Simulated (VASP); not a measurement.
# Al2Ru (Fddd) in VASP: a series of runs

Runs on Al2Ru. Level: LDA. Tasks: single point.

Everything below comes from runs of VASP 6.6.1. Logs are shortened: lines on timing, memory, paths and dates and some standing lists are left out, and cuts for length are marked.

## (1) The cell of the first run

The structure is orthorhombic, space group Fddd (No. 70). The conventional cell has a = 4.360 Å, b = 8.349 Å, c = 9.179 Å, α = 90.00°, β = 90.00°, γ = 90.00°. Al (site symmetry 2) has 9 Al at 2.55 to 3.29 Å and 5 Ru at 2.61 to 2.75 Å within 3.4 Å. Ru (site symmetry 222) has 10 Al at 2.61 to 2.75 Å and 4 Ru at 3.29 Å within 3.4 Å.

## (2) Single point, LDA (13.92 Å³/atom)

Contents of INCAR:

```
SYSTEM = Al2Ru
  PREC = Accurate
  ENCUT = 520
  EDIFF = 1E-6
  ISMEAR = 0
  SIGMA = 0.03
  LREAL = .FALSE.
  LASPH = .TRUE.
  NELM = 100
  ALGO = Fast
  ISIF = 2
  LWAVE = .FALSE.
  LCHARG = .FALSE.
  NBANDS = 29
```

Contents of KPOINTS:

```
Automatic mesh
0
G
  10 10 10
  0 0 0
```

Contents of POSCAR:

```
Al2Ru
1.0
    0.0000000000      4.1744261553      4.5892615312
    2.1801345296      0.0000000000      4.5892615312
    2.1801345296      4.1744261553      0.0000000000
Al Ru
4 2
Direct
    0.0788992938      0.4211007062      0.0788992938
    0.4211007062      0.0788992938      0.4211007062
    0.1711007062      0.8288992938      0.1711007062
    0.8288992938      0.1711007062      0.8288992938
    0.7500000000      0.7500000000      0.7500000000
    0.5000000000      0.5000000000      0.5000000000
```

Potentials or basis: VASP PAW LDA potentials, release 64 (Al, Ru_pv).

Command:

```bash
$ cat potpaw_LDA.64/Al/POTCAR potpaw_LDA.64/Ru_pv/POTCAR > POTCAR
$ mpirun -np 1 vasp_std > vasp.out
```

OUTCAR:

```text
SYSTEM = Al2Ru
   PREC = Accurate
   ENCUT = 520
   EDIFF = 1E-6
   ISMEAR = 0
   LREAL = .FALSE.
   LASPH = .TRUE.
   NELM = 100
   ISIF = 2

 ion  position               nearest neighbor table
   1  0.079  0.421  0.079-   2 2.55   2 2.55   5 2.61   5 2.61   6 2.62   6 2.62   3 2.65   3 2.65
                             5 2.75   2 2.86   4 3.29   4 3.29   4 3.29   4 3.29
   2  0.421  0.079  0.421-   1 2.55   1 2.55   5 2.61   5 2.61   6 2.62   6 2.62   4 2.65   4 2.65
                             5 2.75   1 2.86   3 3.29   3 3.29   3 3.29   3 3.29
   3  0.171  0.829  0.171-   4 2.55   4 2.55   6 2.61   6 2.61   5 2.62   5 2.62   1 2.65   1 2.65
                             6 2.75   4 2.86   2 3.29   2 3.29   2 3.29   2 3.29
   4  0.829  0.171  0.829-   3 2.55   3 2.55   6 2.61   6 2.61   5 2.62   5 2.62   2 2.65   2 2.65
                             6 2.75   3 2.86   1 3.29   1 3.29   1 3.29   1 3.29
   5  0.750  0.750  0.750-   2 2.61   2 2.61   1 2.61   1 2.61   3 2.62   4 2.62   4 2.62   3 2.62
                             1 2.75   2 2.75   6 3.29   6 3.29   6 3.29   6 3.29
   6  0.500  0.500  0.500-   3 2.61   3 2.61   4 2.61   4 2.61   1 2.62   2 2.62   2 2.62   1 2.62
                             3 2.75   4 2.75   5 3.29   5 3.29   5 3.29   5 3.29

  LATTYP: Found a face centered orthorhombic cell.
 ALAT       =     4.3602690592
 B/A-ratio  =     1.9147562220
 C/A-ratio  =     2.1050359365

  Lattice vectors:

 A1 = (   0.0000000000,   4.1744261553,   4.5892615312)
 A2 = (   2.1801345296,   0.0000000000,   4.5892615312)
 A3 = (   2.1801345296,   4.1744261553,   0.0000000000)

Analysis of symmetry for initial positions (statically):
=====================================================================
 Subroutine PRICEL returns:
 Original cell was already a primitive cell.

 Routine SETGRP: Setting up the symmetry group for a
 face centered orthorhombic supercell.

 Subroutine GETGRP returns: Found  8 space group operations
 (whereof  4 operations were pure point group operations)
 out of a pool of  8 trial point group operations.

The static configuration has the point symmetry D_2 .
 The point group associated with its full space group is D_2h.

Analysis of symmetry for dynamics (positions and initial velocities):
=====================================================================
 Subroutine PRICEL returns:
 Original cell was already a primitive cell.

 Routine SETGRP: Setting up the symmetry group for a
 face centered orthorhombic supercell.

 Subroutine GETGRP returns: Found  8 space group operations
 (whereof  4 operations were pure point group operations)
 out of a pool of  8 trial point group operations.

The dynamic configuration has the point symmetry D_2 .
 The point group associated with its full space group is D_2h.

 Subroutine INISYM returns: Found  8 space group operations
 (whereof  4 operations are pure point group operations),
 and found     1 'primitive' translations

----------------------------------------------------------------------------------------

                                     Primitive cell

  volume of cell :      83.5320

  direct lattice vectors                    reciprocal lattice vectors
     0.000000000  4.174426155  4.589261531    -0.229343645  0.119776942  0.108949990
     2.180134530  0.000000000  4.589261531     0.229343645 -0.119776942  0.108949990
     2.180134530  4.174426155  0.000000000     0.229343645  0.119776942 -0.108949990

  length of vectors
     6.203801667  5.080778284  4.709439488     0.280740314  0.280740314  0.280740314

  position of ions in fractional coordinates (direct lattice)
     0.078899294  0.421100706  0.078899294
     0.421100706  0.078899294  0.421100706
     0.171100706  0.828899294  0.171100706
     0.828899294  0.171100706  0.828899294
     0.750000000  0.750000000  0.750000000
     0.500000000  0.500000000  0.500000000

  ion indices of the primitive-cell ions
   primitive index   ion index
                 1           1
                 2           2
                 3           3
                 4           4
                 5           5
                 6           6

----------------------------------------------------------------------------------------

 KPOINTS: Automatic mesh

Automatic generation of k-mesh.
 Grid dimensions read from file:
 generate k-points for:   10   10   10

 Generating k-lattice:

  Cartesian coordinates                     Fractional coordinates (reciprocal lattice)
    -0.022934365  0.011977694  0.010894999     0.100000000  0.000000000  0.000000000
     0.022934365 -0.011977694  0.010894999     0.000000000  0.100000000  0.000000000
     0.022934365  0.011977694 -0.010894999     0.000000000  0.000000000  0.100000000

  Length of vectors
     0.028074031  0.028074031  0.028074031

  Shift w.r.t. Gamma in fractional coordinates (k-lattice)
     0.000000000  0.000000000  0.000000000

 Subroutine IBZKPT returns following result:
 ===========================================

 Found    171 irreducible k-points:

 Following reciprocal coordinates:
            Coordinates               Weight
  0.000000  0.000000  0.000000      1.000000
  0.100000  0.000000  0.000000      8.000000
  0.200000  0.000000  0.000000      8.000000
  0.300000  0.000000  0.000000      8.000000
  0.400000  0.000000 -0.000000      8.000000
  0.500000  0.000000  0.000000      4.000000
[... 16 lines left out ...]
  0.300000  0.300000  0.000000      2.000000
  0.400000  0.300000 -0.000000      8.000000
 [... further k-points ...]
   k-points           NKPTS =    171   k-points in BZ     NKDIM =    171   number of bands    NBANDS=     29
   number of dos      NEDOS =    301   number of ions     NIONS =      6
   total plane-waves  NPLWV =  69120
   dimension x,y,z NGX =    48 NGY =   40 NGZ =   36
   dimension x,y,z NGXF=    96 NGYF=   80 NGZF=   72
   ions per type =               4   2
   NGX,Y,Z   is equivalent  to a cutoff of  12.86, 13.09, 12.71 a.u.
   NGXF,Y,Z  is equivalent  to a cutoff of  25.73, 26.18, 25.42 a.u.
 SYSTEM =  Al2Ru
   PREC   = accura    normal or accurate (medium, high low for compatibility)
   ISTART =      0    job   : 0-new  1-cont  2-samecut
   ICHARG =      2    charge: 1-file 2-atom 10-const
   ISPIN  =      1    spin polarized calculation?
   LNONCOLLINEAR =      F non collinear calculations
   LSORBIT =      F    spin-orbit coupling
   LASPH  =      T    aspherical Exc in radial PAW
   ENCUT  =  520.0 eV  38.22 Ry    6.18 a.u.  11.53  9.45  8.76*2*pi/ulx,y,z
   NELM   =    100;   NELMIN=  2; NELMDL= -5     # of ELM steps
   EDIFF  = 0.1E-05   stopping-criterion for ELM
   LREAL  =      F    real-space projection
   EDIFFG = 0.1E-04   stopping-criterion for IOM
   NSW    =      0    number of steps for IOM
   IBRION =     -1    ionic relax: 0-MD 1-quasi-New 2-CG
   NFREE  =      0    steps in history (QN), initial steepest desc. (CG)
   ISIF   =      2    stress and relaxation
   ISYM   =      2    0-nonsym 1-usesym 2-fastsym
   POTIM  = 0.5000    time-step for ionic-motion
   TEBEG  =    0.0;   TEEND  =   0.0 temperature during run
   PSTRESS=    0.0 pullay stress
   NELECT =      40.0000    total number of electrons
   NUPDOWN=      -1.0000    fix difference up-down
   EMIN   =  10.00;   EMAX   =-10.00  energy-range for DOS
   EFERMI =   0.00;   METHOD = LEGACY
   ISMEAR =     0;   SIGMA  =   0.03  broadening in eV -4-tet -1-fermi 0-gaus
   EFERMI_NEDOS =   21; number of points for ismear=-14 and -15
   IALGO  =     68    algorithm
   IMIX   =      4    mixing-type and parameters
     AMIX     =   0.40;   BMIX     =  1.00
     AMIX_MAG =   1.60;   BMIX_MAG =  1.00
  volume/ion in A,a.u.               =      13.92        93.95
  Fermi-wavevector in a.u.,A,eV,Ry     =   1.280788  2.420338 22.319236  1.640418
  Thomas-Fermi vector in A             =   2.413195
   LORBIT       =      0    0 simple, 1 ext, 2 COOP (PROOUT), +10 PAW based schemes
   GGA     = CA    functional components
   LHFCALC =     F    Hartree Fock is set to
   AEXX    =    0.0000 exact exchange contribution
   IVDW    =     0    specifies the selected vdW correction
   LEPSILON=     F    determine dielectric tensor
   LRPA    =     F    only Hartree local field effects (RPA)
 non-spin polarized calculation
 RMM-DIIS sequential band-by-band and
 Gauss-broadening in eV      SIGMA  =   0.03
  energy-cutoff  :      520.00
  volume of cell :       83.53
 maximum number of plane-waves:      2271
 NGX is ok and might be reduce to    48
   NGX = 23   NGY = 19   NGZ = 17

 number of electron      40.0000002 magnetization

 Free energy of the ion-electron system (eV)
  ---------------------------------------------------
  ext. energy  EPLUGINS =         0.00000000
  ---------------------------------------------------
  free energy    TOTEN  =       -41.68672440 eV

  energy without entropy =      -41.68627497  energy(sigma->0) =      -41.68649969

 E-fermi :  10.3538     XC(G=0): -12.0382

 val. band max:       10.3517051583   @ k =  -0.1000   0.2000   0.2000
 cond. band min:      10.3619285501   @ k =  -0.2000   0.2000   0.2000
 fundamental gap:      0.0102233917
 Fermi energy:        10.3537583337

 k-point     1 :       0.0000    0.0000    0.0000
  band No.  band energies     occupation
      1     -32.1979      2.00000
      2     -32.1326      2.00000
      3     -32.1169      2.00000
      4     -32.0650      2.00000
      5     -32.0543      2.00000
      6     -32.0492      2.00000
[... 21 lines left out ...]
     28      14.4056      0.00000
     29      14.8180      0.00000

 k-point     2 :       0.1000    0.0000    0.0000
  band No.  band energies     occupation
      1     -32.1970      2.00000
      2     -32.1354      2.00000
      3     -32.1146      2.00000
      4     -32.0663      2.00000
      5     -32.0538      2.00000
      6     -32.0495      2.00000
[... 696 lines left out ...]
 k-point    24 :       0.4000    0.3000   -0.0000
  band No.  band energies     occupation
      1     -32.1810      2.00000
      2     -32.1523      2.00000
      3     -32.1057      2.00000
      4     -32.0855      2.00000
      5     -32.0472      2.00000
      6     -32.0467      2.00000
[... 21 lines left out ...]
     28      15.2599      0.00000
     29      15.8361      0.00000

 [... further k-points ...]

------------------------ aborting loop because EDIFF is reached ----------------------------------------

  FORCE on cell =-STRESS in cart. coord.  units (eV):
  Direction    XX          YY          ZZ          XY          YZ          ZX
  --------------------------------------------------------------------------------------
  -------------------------------------------------------------------------------------
  Total        8.5258621     -6.5607499     -8.1808792      0.0000000      0.0000000      0.0000000
  in kB      163.5294620   -125.8378201   -156.9125508      0.0000000      0.0000000      0.0000000
  external PRESSURE =     -39.7403030 kB  Pullay stress =       0.0000000 kB

 VOLUME and BASIS-vectors are now :
 -----------------------------------------------------------------------------
  energy-cutoff  :      520.00
  volume of cell :       83.53
      direct lattice vectors                 reciprocal lattice vectors
     0.000000000  4.174426155  4.589261531    -0.229343645  0.119776942  0.108949990
     2.180134530  0.000000000  4.589261531     0.229343645 -0.119776942  0.108949990
     2.180134530  4.174426155  0.000000000     0.229343645  0.119776942 -0.108949990

 POSITION                                       TOTAL-FORCE (eV/Angst)
 -----------------------------------------------------------------------------------
      1.09007      0.65872      2.29463        -0.000000      0.450537     -0.000000
      1.09007      3.51571      2.29463        -0.000000     -0.450537     -0.000000
      2.18013      1.42849      4.58926         0.000000     -0.450537      0.000000
      2.18013      6.92036      4.58926         0.000000      0.450537      0.000000
      3.27020      6.26164      6.88389         0.000000      0.000000     -0.000000
      2.18013      4.17443      4.58926         0.000000      0.000000      0.000000
 -----------------------------------------------------------------------------------
    total drift:                               -0.000000     -0.000000     -0.000000

  FREE ENERGIE OF THE ION-ELECTRON SYSTEM (eV)
  ---------------------------------------------------
  free  energy   TOTEN  =       -41.6867244015 eV

  energy  without entropy=      -41.6862749722  energy(sigma->0) =      -41.68649969
```

It took 8.4 min on 1 thread of Intel Xeon Platinum 8259CL at 2.50GHz (Skylake/Cascade Lake), shared host; peak memory 0.44 GiB.

What came out:

```
Free energy            : -41.6867 eV
Pressure               : -4.0 GPa
Largest force          : 0.451 eV/Å
Band gap on the k mesh : zero (bands 20 and 21 overlap by 0.72 eV)
```

Forces on the atoms (eV/Å):
```
Al   0.000  0.451  0.000
Al   0.000 -0.451  0.000
Al   0.000 -0.451  0.000
Al   0.000  0.451  0.000
Ru   0.000  0.000  0.000
Ru   0.000  0.000  0.000
```

Caveat: the stress differs along the axes, from -16 to 16 GPa.

## (3) Single point, LDA (13.92 Å³/atom)

Contents of INCAR:

```
SYSTEM = Al2Ru
PREC = Accurate ; ENCUT = 520
EDIFF = 1E-6 ; ISMEAR = 0
SIGMA = 0.03 ; LREAL = .FALSE.
LASPH = .TRUE. ; NELM = 80
ALGO = Fast ; ISIF = 2
LWAVE = .FALSE. ; LCHARG = .FALSE.
NBANDS = 29
```

Contents of KPOINTS:

```
regular mesh
0
G
  10 10 10
  0 0 0
```

Changes to POSCAR since step 2:

```diff
@@ -2,5 +2,5 @@
 1.0
-    0.0000000000      4.1744261553      4.5892615312
-    2.1801345296      0.0000000000      4.5892615312
-    2.1801345296      4.1744261553      0.0000000000
+    0.0000000000      4.0913495965      4.4979292040
+    2.2695705013      0.0000000000      4.4979292040
+    2.2695705013      4.0913495965      0.0000000000
 Al Ru
```

Potentials or basis: VASP PAW LDA potentials, release 64 (Al, Ru_pv).

Command:

```bash
$ cat potpaw_LDA.64/Al/POTCAR potpaw_LDA.64/Ru_pv/POTCAR > POTCAR
$ mpirun -np 1 vasp_std > vasp.out
```

Wall time 7.5 min (1 thread of Intel Xeon Platinum 8259CL at 2.50GHz (Skylake/Cascade Lake), shared host); peak memory 0.45 GiB.

It converged, with:

| Quantity | Value |
| --- | --- |
| Free energy | -42.1758 eV |
| Pressure | -5.8 GPa |
| Largest force | 0.209 eV/Å |
| Band gap on the k mesh | zero (bands 20 and 21 overlap by 0.30 eV) |

Forces in eV/Å, atoms in the order of the input:
```
Al   0.000  0.209  0.000
Al   0.000 -0.209  0.000
Al   0.000 -0.209  0.000
Al   0.000  0.209  0.000
Ru   0.000  0.000  0.000
Ru   0.000  0.000  0.000
```

Stress tensor (GPa, compression positive):
```
  4.74   0.00   0.00
  0.00 -10.28   0.00
  0.00   0.00 -11.79
```

Levels at points of the mesh, in eV from the Fermi level:
| k point | band 16 | band 17 | band 18 | band 19 | band 20 | band 21 | band 22 | band 23 | band 24 | band 25 |
| --- | --- | --- | --- | --- | --- | --- | --- | --- | --- | --- |
| (0.00, 0.00, 0.00) | -3.12 | -1.77 | -1.58 | -1.32 | 0.27 | 1.39 | 2.37 | 2.55 | 2.58 | 2.68 |
| (0.50, 0.00, 0.00) | -2.54 | -2.23 | -2.14 | -1.21 | -0.97 | 0.22 | 0.58 | 1.74 | 3.15 | 3.99 |
| (0.50, 0.50, 0.00) | -2.45 | -1.81 | -1.81 | -0.94 | -0.94 | 2.08 | 2.08 | 2.37 | 2.37 | 3.43 |
| (0.50, 0.00, 0.50) | -2.75 | -2.18 | -2.18 | -1.54 | -1.54 | 1.48 | 1.48 | 1.98 | 1.98 | 3.65 |
| (0.00, 0.50, 0.50) | -2.79 | -2.61 | -2.61 | -1.32 | -1.32 | 0.35 | 0.35 | 4.56 | 4.56 | 4.58 |

Caveat: the stress differs along the axes, from -12 to 5 GPa.

(Part 1 of 2 ends here.)

The gap in the log of VASP goes by the Fermi energy; the results here count the filled bands.